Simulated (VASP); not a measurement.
# C: single point with PBE+D3(BJ)

C, a slab with vacuum:

```
C
1.0
     2.46565    0.00000    0.00000
    -1.23283    2.13532    0.00000
     0.00000    0.00000   17.50007
C
4
Direct
  0.66667 0.33333 0.25714
  0.33333 0.66667 0.25714
  0.83333 0.00000 0.44629
  0.50000 0.33333 0.44629
```

This cell differs from its parent crystal: layers slid over each other.

```
Program                : VASP 6.6.1
Task                   : single point
Functional             : PBE
Dispersion             : D3(BJ)
Potentials or basis    : VASP PAW PBE potentials, release 64 (C)
Cutoff                 : 520 eV
k mesh                 : 15 × 15 × 1
Occupations            : gaussian, width 0.1 eV
Spin                   : no spin polarisation
Dipole correction      : yes
Further INCAR settings : ALGO = Normal; EDIFF = 1e-06; NBANDS = 16
```

```yaml
Largest_force: 0.027 eV/Å
Dispersion_energy_per_atom: -0.121 eV
```

Forces in eV/Å, atoms in the order of the input:
```
C   -0.007  0.002 -0.014
C   -0.004  0.004 -0.026
C    0.004 -0.004  0.026
C    0.007 -0.002  0.014
```

It took 95 s on 1 thread of AMD EPYC 9R45 96-Core Processor (Zen 5), with other jobs on the host, peak memory 0.25 GiB.

Caveat: the cell differs from its parent crystal (layers slid over each other).
